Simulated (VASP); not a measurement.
# Sr (Fm-3m) in VASP: notebook, part 2 of 3

VASP 6.6.1. Earlier steps stand in the parts before.

**3. Relaxation of cell and atoms, BLYP**

Contents of INCAR:

```
SYSTEM = Sr
PREC = Accurate
ENCUT = 600
EDIFF = 1E-7
ISMEAR = -1
SIGMA = 0.1
LREAL = .False.
LASPH = .True.
NELM = 60
ALGO = Normal
ISIF = 3
LWAVE = .False.
LCHARG = .False.
GGA = B5
ALDAX = 1.0
AGGAX = 1.0
AGGAC = 1.0
ALDAC = 0.0
IBRION = 2
NSW = 80
EDIFFG = -0.01
```

Contents of KPOINTS:

```
regular mesh
0
Gamma
  9 9 9
  0 0 0
```

Contents of POSCAR:

```
Sr
1.0
    0.0000000000      3.0423500000      3.0423500000
    3.0423500000      0.0000000000      3.0423500000
    3.0423500000      3.0423500000      0.0000000000
Sr
1
Direct
    0.0000000000      0.0000000000      0.0000000000
```

Potentials or basis: VASP PAW PBE potentials, release 64 (Sr_sv).

Run with:

```sh
$ cat potpaw_PBE.64/Sr_sv/POTCAR > POTCAR
$ mpirun -np 1 vasp_std > vasp.out
```

OUTCAR:

```text
SYSTEM = Sr
   PREC = Accurate
   ENCUT = 600
   EDIFF = 1E-7
   ISMEAR = -1
   LREAL = .False.
   LASPH = .True.
   NELM = 60
   ISIF = 3
   GGA = B5
   IBRION = 2
   NSW = 80
   EDIFFG = -0.01

 ion  position               nearest neighbor table
   1  0.000  0.000  0.000-

  LATTYP: Found a face centered cubic cell.
 ALAT       =     6.0847000000

  Lattice vectors:

 A1 = (   0.0000000000,   3.0423500000,   3.0423500000)
 A2 = (   3.0423500000,   0.0000000000,   3.0423500000)
 A3 = (   3.0423500000,   3.0423500000,   0.0000000000)

Analysis of symmetry for initial positions (statically):
=====================================================================
 Subroutine PRICEL returns:
 Original cell was already a primitive cell.

 Routine SETGRP: Setting up the symmetry group for a
 face centered cubic supercell.

 Subroutine GETGRP returns: Found 48 space group operations
 (whereof 48 operations were pure point group operations)
 out of a pool of 48 trial point group operations.

The static configuration has the point symmetry O_h .

Analysis of symmetry for dynamics (positions and initial velocities):
=====================================================================
 Subroutine PRICEL returns:
 Original cell was already a primitive cell.

 Routine SETGRP: Setting up the symmetry group for a
 face centered cubic supercell.

 Subroutine GETGRP returns: Found 48 space group operations
 (whereof 48 operations were pure point group operations)
 out of a pool of 48 trial point group operations.

The dynamic configuration has the point symmetry O_h .

 Subroutine INISYM returns: Found 48 space group operations
 (whereof 48 operations are pure point group operations),
 and found     1 'primitive' translations

----------------------------------------------------------------------------------------

                                     Primitive cell

  volume of cell :      56.3193

  direct lattice vectors                    reciprocal lattice vectors
     0.000000000  3.042350000  3.042350000    -0.164346640  0.164346640  0.164346640
     3.042350000  0.000000000  3.042350000     0.164346640 -0.164346640  0.164346640
     3.042350000  3.042350000  0.000000000     0.164346640  0.164346640 -0.164346640

  length of vectors
     4.302532631  4.302532631  4.302532631     0.284656730  0.284656730  0.284656730

  position of ions in fractional coordinates (direct lattice)
     0.000000000  0.000000000  0.000000000

  ion indices of the primitive-cell ions
   primitive index   ion index
                 1           1

----------------------------------------------------------------------------------------

 KPOINTS: regular mesh

Automatic generation of k-mesh.
 Grid dimensions read from file:
 generate k-points for:    9    9    9

 Generating k-lattice:

  Cartesian coordinates                     Fractional coordinates (reciprocal lattice)
    -0.018260738  0.018260738  0.018260738     0.111111111  0.000000000  0.000000000
     0.018260738 -0.018260738  0.018260738     0.000000000  0.111111111  0.000000000
     0.018260738  0.018260738 -0.018260738     0.000000000  0.000000000  0.111111111

  Length of vectors
     0.031628526  0.031628526  0.031628526

  Shift w.r.t. Gamma in fractional coordinates (k-lattice)
     0.000000000  0.000000000  0.000000000

 Subroutine IBZKPT returns following result:
 ===========================================

 Found     35 irreducible k-points:

 Following reciprocal coordinates:
            Coordinates               Weight
  0.000000  0.000000  0.000000      1.000000
  0.111111  0.000000  0.000000      8.000000
  0.222222  0.000000  0.000000      8.000000
  0.333333  0.000000  0.000000      8.000000
  0.444444  0.000000  0.000000      8.000000
  0.111111  0.111111  0.000000      6.000000
[... 16 lines left out ...]
 -0.333333  0.333333  0.000000     12.000000
  0.444444  0.444444  0.000000      6.000000
 [... further k-points ...]
   k-points           NKPTS =     35   k-points in BZ     NKDIM =     35   number of bands    NBANDS=      9
   number of dos      NEDOS =    301   number of ions     NIONS =      1
   total plane-waves  NPLWV =  46656
   dimension x,y,z NGX =    36 NGY =   36 NGZ =   36
   dimension x,y,z NGXF=    72 NGYF=   72 NGZF=   72
   ions per type =               1
   NGX,Y,Z   is equivalent  to a cutoff of  13.91, 13.91, 13.91 a.u.
   NGXF,Y,Z  is equivalent  to a cutoff of  27.82, 27.82, 27.82 a.u.
 SYSTEM =  Sr
   PREC   = accura    normal or accurate (medium, high low for compatibility)
   ISTART =      0    job   : 0-new  1-cont  2-samecut
   ICHARG =      2    charge: 1-file 2-atom 10-const
   ISPIN  =      1    spin polarized calculation?
   LNONCOLLINEAR =      F non collinear calculations
   LSORBIT =      F    spin-orbit coupling
   LASPH  =      T    aspherical Exc in radial PAW
   ENCUT  =  600.0 eV  44.10 Ry    6.64 a.u.   8.59  8.59  8.59*2*pi/ulx,y,z
   NELM   =     60;   NELMIN=  2; NELMDL= -5     # of ELM steps
   EDIFF  = 0.1E-06   stopping-criterion for ELM
   LREAL  =      F    real-space projection
   EDIFFG = -.1E-01   stopping-criterion for IOM
   NSW    =     80    number of steps for IOM
   IBRION =      2    ionic relax: 0-MD 1-quasi-New 2-CG
   NFREE  =      1    steps in history (QN), initial steepest desc. (CG)
   ISIF   =      3    stress and relaxation
   ISYM   =      2    0-nonsym 1-usesym 2-fastsym
   POTIM  = 0.5000    time-step for ionic-motion
   TEBEG  =    0.0;   TEEND  =   0.0 temperature during run
   PSTRESS=    0.0 pullay stress
   NELECT =      10.0000    total number of electrons
   NUPDOWN=      -1.0000    fix difference up-down
   EMIN   =  10.00;   EMAX   =-10.00  energy-range for DOS
   EFERMI =   0.00;   METHOD = LEGACY
   ISMEAR =    -1;   SIGMA  =   0.10  broadening in eV -4-tet -1-fermi 0-gaus
   EFERMI_NEDOS =   21; number of points for ismear=-14 and -15
   IALGO  =     38    algorithm
   IMIX   =      4    mixing-type and parameters
     AMIX     =   0.40;   BMIX     =  1.00
     AMIX_MAG =   1.60;   BMIX_MAG =  1.00
  volume/ion in A,a.u.               =      56.32       380.06
  Fermi-wavevector in a.u.,A,eV,Ry     =   0.920144  1.738819 11.519569  0.846664
  Thomas-Fermi vector in A             =   2.045416
   LORBIT       =      0    0 simple, 1 ext, 2 COOP (PROOUT), +10 PAW based schemes
   GGA     = B5    functional components
   LHFCALC =     F    Hartree Fock is set to
   AEXX    =    0.0000 exact exchange contribution
   IVDW    =     0    specifies the selected vdW correction
   LEPSILON=     F    determine dielectric tensor
   LRPA    =     F    only Hartree local field effects (RPA)
 conjugate gradient relaxation of ions
 non-spin polarized calculation
  energy-cutoff  :      600.00
  volume of cell :       56.32
 maximum number of plane-waves:      1895
   NGX = 17   NGY = 17   NGZ = 17

 number of electron      10.0000000 magnetization

 Free energy of the ion-electron system (eV)
  ---------------------------------------------------
  ext. energy  EPLUGINS =         0.00000000
  ---------------------------------------------------
  free energy    TOTEN  =        -0.95197430 eV

  energy without entropy =       -0.90651723  energy(sigma->0) =       -0.92924577

 E-fermi :   1.9580     XC(G=0):  -6.8291

 val. band max:        1.9169503736   @ k =  -0.3333   0.4444   0.2222
 cond. band min:       2.0374830356   @ k =  -0.4444   0.2222   0.0000
 fundamental gap:      0.1205326620
 Fermi energy:         1.9579663484

 k-point     1 :       0.0000    0.0000    0.0000
  band No.  band energies     occupation
      1     -34.7827      2.00000
      2     -16.7371      2.00000
      3     -16.7371      2.00000
      4     -16.7371      2.00000
      5      -1.6155      2.00000
      6       4.1092      0.00000
      7       4.1092      0.00000
      8       4.1092      0.00000
      9       5.4656      0.00000

 k-point     2 :       0.1111    0.0000    0.0000
  band No.  band energies     occupation
      1     -34.7813      2.00000
      2     -16.7585      2.00000
      3     -16.7400      2.00000
      4     -16.7400      2.00000
      5      -1.4212      2.00000
      6       3.8498      0.00000
      7       4.1945      0.00000
      8       4.1945      0.00000
      9       5.3674      0.00000
[... 253 lines left out ...]
 k-point    24 :       0.4444    0.4444    0.0000
  band No.  band energies     occupation
      1     -34.7666      2.00000
      2     -16.9010      2.00000
      3     -16.8009      2.00000
      4     -16.8009      2.00000
      5       1.1992      1.99899
      6       2.2904      0.06948
      7       3.0748      0.00003
      8       6.3154      0.00000
      9       6.3214      0.00000

 [... further k-points ...]
[... 5 lines left out ...]
  --------------------------------------------------------------------------------------
  -------------------------------------------------------------------------------------
  Total        0.0096836      0.0096836      0.0096836      0.0000000      0.0000000     -0.0000000
  in kB        0.2754811      0.2754811      0.2754811      0.0000000      0.0000000     -0.0000000
  external PRESSURE =       0.2754811 kB  Pullay stress =       0.0000000 kB

 VOLUME and BASIS-vectors are now :
 -----------------------------------------------------------------------------
  energy-cutoff  :      600.00
  volume of cell :       56.32
      direct lattice vectors                 reciprocal lattice vectors
     0.000000000  3.042350000  3.042350000    -0.164346640  0.164346640  0.164346640
     3.042350000  0.000000000  3.042350000     0.164346640 -0.164346640  0.164346640
     3.042350000  3.042350000  0.000000000     0.164346640  0.164346640 -0.164346640

 POSITION                                       TOTAL-FORCE (eV/Angst)
 -----------------------------------------------------------------------------------
      0.00000      0.00000      0.00000        -0.000000     -0.000000      0.000000
 -----------------------------------------------------------------------------------
    total drift:                               -0.000000     -0.000000     -0.000000

  FREE ENERGIE OF THE ION-ELECTRON SYSTEM (eV)
  ---------------------------------------------------
  free  energy   TOTEN  =        -0.9519742998 eV

  energy  without entropy=       -0.9065172311  energy(sigma->0) =       -0.92924577

 reached required accuracy - stopping structural energy minimisation
```

CONTCAR:

```text
Sr
   1.00000000000000
     0.0000000000000000    3.0423499999999999    3.0423499999999999
     3.0423499999999999    0.0000000000000000    3.0423499999999999
     3.0423499999999999    3.0423499999999999    0.0000000000000000
  Sr
     1
Direct
     0.0000000000000000    0.0000000000000000    0.0000000000000000

  0.00000000E+00  0.00000000E+00  0.00000000E+00
```

Run time: 48 s. Hardware: 1 thread of AMD EPYC 7R43 (Zen 3), shared host; peak memory 0.17 GiB.

Results:

```
Free energy             : -0.9520 eV
Pressure after relaxing : 0.0 GPa
```

Final structure:
```
Sr
1.0
     0.00000    3.04235    3.04235
     3.04235    0.00000    3.04235
     3.04235    3.04235    0.00000
Sr
1
Cartesian
  0.0000 0.0000 0.0000
```

Levels at points of the mesh, in eV from the Fermi level:
| k point | band 1 | band 2 | band 3 | band 4 | band 5 | band 6 | band 7 | band 8 | band 9 |
| --- | --- | --- | --- | --- | --- | --- | --- | --- | --- |
| (0.00, 0.00, 0.00) | -36.74 | -18.70 | -18.70 | -18.70 | -3.57 | 2.15 | 2.15 | 2.15 | 3.51 |

Caveat: the relaxation stopped at its first step, so nothing moved; the PAW data sets were made with another functional, which shifts forces and pressure a little.

**4. Single point, BLYP (49.56 Å³/atom)**

This run uses another cell than the first one, of 49.56 Å³/atom.

Contents of INCAR:

```
AGGAC = 1.0 ; AGGAX = 1.0
ALDAC = 0.0 ; ALDAX = 1.0
ALGO = Normal ; EDIFF = 1E-6
ENCUT = 520 ; GGA = B5
ISIF = 2 ; ISMEAR = -1
LASPH = True ; LCHARG = False
LREAL = False ; LWAVE = False
NBANDS = 11 ; NELM = 80
PREC = Accurate ; SIGMA = 0.1
```

Contents of KPOINTS:

```
k-points
0
Gamma
  15 15 15
```

Contents of POSCAR:

```
Sr
1.0
    0.0000000000      2.9154352404      2.9154352404
    2.9154352404      0.0000000000      2.9154352404
    2.9154352404      2.9154352404      0.0000000000
Sr
1
Direct
    0.0000000000      0.0000000000      0.0000000000
```

Potentials or basis: VASP PAW PBE potentials, release 64 (Sr_sv).

Run with:

```sh
$ cat potpaw_PBE.64/Sr_sv/POTCAR > POTCAR
$ mpirun -np 1 vasp_std > vasp.out
```

OUTCAR:

```text
EDIFF = 1E-6
   ENCUT = 520
   GGA = B5
   ISIF = 2
   ISMEAR = -1
   LASPH = True
   LREAL = False
   NELM = 80
   PREC = Accurate

 ion  position               nearest neighbor table
   1  0.000  0.000  0.000-

  LATTYP: Found a face centered cubic cell.
 ALAT       =     5.8308704808

  Lattice vectors:

 A1 = (   0.0000000000,   2.9154352404,   2.9154352404)
 A2 = (   2.9154352404,   0.0000000000,   2.9154352404)
 A3 = (   2.9154352404,   2.9154352404,   0.0000000000)

Analysis of symmetry for initial positions (statically):
=====================================================================
 Subroutine PRICEL returns:
 Original cell was already a primitive cell.

 Routine SETGRP: Setting up the symmetry group for a
 face centered cubic supercell.

 Subroutine GETGRP returns: Found 48 space group operations
 (whereof 48 operations were pure point group operations)
 out of a pool of 48 trial point group operations.

The static configuration has the point symmetry O_h .

Analysis of symmetry for dynamics (positions and initial velocities):
=====================================================================
 Subroutine PRICEL returns:
 Original cell was already a primitive cell.

 Routine SETGRP: Setting up the symmetry group for a
 face centered cubic supercell.

 Subroutine GETGRP returns: Found 48 space group operations
 (whereof 48 operations were pure point group operations)
 out of a pool of 48 trial point group operations.

The dynamic configuration has the point symmetry O_h .

 Subroutine INISYM returns: Found 48 space group operations
 (whereof 48 operations are pure point group operations),
 and found     1 'primitive' translations

----------------------------------------------------------------------------------------

                                     Primitive cell

  volume of cell :      49.5610

  direct lattice vectors                    reciprocal lattice vectors
[... 105 lines left out ...]
     AMIX_MAG =   1.60;   BMIX_MAG =  1.00
  volume/ion in A,a.u.               =      49.56       334.45
  Fermi-wavevector in a.u.,A,eV,Ry     =   0.960199  1.814514 12.544339  0.921983
  Thomas-Fermi vector in A             =   2.089463
   LORBIT       =      0    0 simple, 1 ext, 2 COOP (PROOUT), +10 PAW based schemes
   GGA     = B5    functional components
   LHFCALC =     F    Hartree Fock is set to
   AEXX    =    0.0000 exact exchange contribution
   IVDW    =     0    specifies the selected vdW correction
   LEPSILON=     F    determine dielectric tensor
   LRPA    =     F    only Hartree local field effects (RPA)
 non-spin polarized calculation
  energy-cutoff  :      520.00
  volume of cell :       49.56
 maximum number of plane-waves:      1363
   NGX = 15   NGY = 15   NGZ = 15

 number of electron      10.0000000 magnetization

 Free energy of the ion-electron system (eV)
  ---------------------------------------------------
  ext. energy  EPLUGINS =         0.00000000
  ---------------------------------------------------
  free energy    TOTEN  =        -0.91947773 eV

  energy without entropy =       -0.88072691  energy(sigma->0) =       -0.90010232

 E-fermi :   2.4224     XC(G=0):  -7.2171

 val. band max:        2.4054196160   @ k =  -0.3333   0.3333   0.1333
 cond. band min:       2.4931680443   @ k =  -0.4000   0.2667   0.0000
 fundamental gap:      0.0877484283
 Fermi energy:         2.4224042085

 k-point     1 :       0.0000    0.0000    0.0000
  band No.  band energies     occupation
      1     -34.0950      2.00000
      2     -16.0213      2.00000
      3     -16.0213      2.00000
      4     -16.0213      2.00000
      5      -1.3356      2.00000
      6       4.7140      0.00000
      7       4.7140      0.00000
      8       4.7140      0.00000
      9       6.2758      0.00000
     10       6.2758      0.00000
     11      10.0236      0.00000
[... 309 lines left out ...]
 k-point    24 :       0.2000    0.1333    0.0000
  band No.  band energies     occupation
      1     -34.0869      2.00000
      2     -16.1016      2.00000
      3     -16.0468      2.00000
      4     -16.0445      2.00000
      5      -0.6448      2.00000
      6       3.9432      0.00000
      7       4.9718      0.00000
      8       5.0476      0.00000
      9       5.4271      0.00000
     10       6.5074      0.00000
     11      11.1494      0.00000

 [... further k-points ...]
[... 5 lines left out ...]
  --------------------------------------------------------------------------------------
  -------------------------------------------------------------------------------------
  Total        0.5365666      0.5365666      0.5365666     -0.0000000      0.0000000      0.0000000
  in kB       17.3457890     17.3457890     17.3457890     -0.0000000      0.0000000      0.0000000
  external PRESSURE =      17.3457890 kB  Pullay stress =       0.0000000 kB

 VOLUME and BASIS-vectors are now :
 -----------------------------------------------------------------------------
  energy-cutoff  :      520.00
  volume of cell :       49.56
      direct lattice vectors                 reciprocal lattice vectors
     0.000000000  2.915435240  2.915435240    -0.171500980  0.171500980  0.171500980
     2.915435240  0.000000000  2.915435240     0.171500980 -0.171500980  0.171500980
     2.915435240  2.915435240  0.000000000     0.171500980  0.171500980 -0.171500980

 POSITION                                       TOTAL-FORCE (eV/Angst)
 -----------------------------------------------------------------------------------
      0.00000      0.00000      0.00000         0.000000     -0.000000      0.000000
 -----------------------------------------------------------------------------------
    total drift:                                0.000000      0.000000      0.000000

  FREE ENERGIE OF THE ION-ELECTRON SYSTEM (eV)
  ---------------------------------------------------
  free  energy   TOTEN  =        -0.9194777345 eV

  energy  without entropy=       -0.8807269080  energy(sigma->0) =       -0.90010232
```

OSZICAR:

```text
N       E                     dE             d eps       ncg     rms          rms(c)
DAV:   1     0.354722294689E+02    0.35472E+02   -0.49220E+03  2640   0.799E+02
DAV:   2     0.754980568791E+00   -0.34717E+02   -0.34052E+02  3116   0.151E+02
DAV:   3    -0.849828034206E+00   -0.16048E+01   -0.15880E+01  3948   0.241E+01
DAV:   4    -0.917840869563E+00   -0.68013E-01   -0.67802E-01  3407   0.443E+00
DAV:   5    -0.919117485851E+00   -0.12766E-02   -0.12765E-02  3693   0.498E-01    0.114E+01
DAV:   6    -0.918323826634E+00    0.79366E-03   -0.47218E-03  3134   0.596E-01    0.669E+00
DAV:   7    -0.918692897484E+00   -0.36907E-03   -0.11341E-02  3045   0.819E-01    0.133E-01
DAV:   8    -0.919276345423E+00   -0.58345E-03   -0.16725E-03  3864   0.225E-01    0.561E-02
DAV:   9    -0.919388821654E+00   -0.11248E-03   -0.10433E-04  3547   0.463E-02    0.354E-02
DAV:  10    -0.919473379114E+00   -0.84557E-04   -0.24995E-04  3084   0.551E-02    0.158E-02
DAV:  11    -0.919475064497E+00   -0.16854E-05   -0.11503E-06  3460   0.570E-03    0.106E-02
DAV:  12    -0.919477620755E+00   -0.25563E-05   -0.48870E-06  3235   0.136E-02    0.297E-03
DAV:  13    -0.919477734498E+00   -0.11374E-06   -0.16060E-07  1512   0.343E-03
   1 F= -.91947773E+00 E0= -.90010232E+00  d E =-.387508E-01
```

It took 68 s on 1 thread of AMD EPYC 7R43 (Zen 3), shared host; peak memory 0.18 GiB.

Results:

- Free energy: -0.9195 eV
- Pressure: 1.7 GPa

Caveat: the PAW data sets were made with another functional, which shifts forces and pressure a little.

(Continued in part 3 of 3.)
